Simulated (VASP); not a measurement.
Here is a VASP 6.6.1 calculation.

Contents of INCAR:

```
ALGO     = Fast           # electronic algorithm
EDIFF    = 1E-6           # SCF threshold, eV
EDIFFG   = -0.01          # ionic threshold
ENCUT    = 600            # plane-wave cutoff, eV
GGA      = PS             # functional
IBRION   = 2              # ionic algorithm
ISIF     = 3              # what is computed and relaxed
ISMEAR   = 0              # smearing method
LASPH    = True           # aspherical terms in the spheres
LCHARG   = False          # write CHGCAR
LREAL    = False          # projectors in reciprocal space
LWAVE    = False          # write WAVECAR
NELM     = 80             # most SCF steps
NSW      = 100            # ionic steps
PREC     = Accurate       # precision mode
SIGMA    = 0.15           # smearing width, eV
```

The input KPOINTS:

```
k-points
0
Gamma
  8 8 12
```

Contents of POSCAR:

```
Al2Cu
1.0
    3.8232542172      0.0301594247      0.0016803778
    0.0301594247      4.1391860999     -0.0338274195
    0.0011711109     -0.0235754479      2.7801285641
Al Cu
2 1
Direct
    0.4932618170     -0.0010842633      0.4716651083
    0.0205230227      0.5014872955      0.5206149850
   -0.0137848396     -0.0004030323      0.0077199067
```

Potentials or basis: VASP PAW PBE potentials, release 64 (Al, Cu).

Run with:

```console
$ cat potpaw_PBE.64/Al/POTCAR potpaw_PBE.64/Cu/POTCAR > POTCAR
$ mpirun -np 1 vasp_std > vasp.out
```

Q: What does it give for the band gap on the k mesh?

A: Zero (an odd number of electrons rules out a gap without spin polarisation).

Q: Predict the space group after relaxing (to 0.1 Å).

A: P4/mmm (No. 123).

Final structure:
```yaml
crystal:
  lattice:
    - [4.09722, -0.00060, 0.00032]
    - [0.00070, 4.09682, -0.00010]
    - [-0.00017, 0.00014, 2.84053]
  atoms:
    - { symbol: Al, position: [0.49966, 0.99971, 0.50029] }
    - { symbol: Al, position: [0.00106, 0.50010, 0.49972] }
    - { symbol: Cu, position: [0.99928, 0.00019, 0.99999] }
```

Caveat: the highest band is partly filled, so the run has too few bands.
